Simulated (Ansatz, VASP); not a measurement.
# LiH: VASP beside Ansatz

```
Li H
1.0
     0.00000    1.91982    1.91982
     1.91982    0.00000    1.91982
     1.91982    1.91982    0.00000
Li H
1 1
Cartesian
  0.0000 0.0000 0.0000
  1.9198 1.9198 1.9198
```

Alike in both runs: task single point; functional PBE; k mesh 10 × 10 × 10; occupations gaussian, width 0.02 eV; no spin polarisation.

|  | VASP | Ansatz |
| --- | --- | --- |
| version | VASP 6.6.1 | Ansatz 0.2.0 |
| potentials or method | VASP PAW PBE potentials, release 64 (Li_sv, H), cutoff 520 eV | scalar-relativistic, plane waves, PAW |
| valence electrons in the cell | 4 | 4 |

```tsv
	VASP	Ansatz	Ansatz less VASP
gap on the k mesh at the Fermi level (eV)	2.87	2.87	+0.005
least direct gap on the mesh (eV)	2.87	2.87	+0.005
```

With one functional, cell and mesh, what is left measures potentials, basis and numerics.

Noted on VASP's run: the cutoff is short for stress, so the pressure is rough.
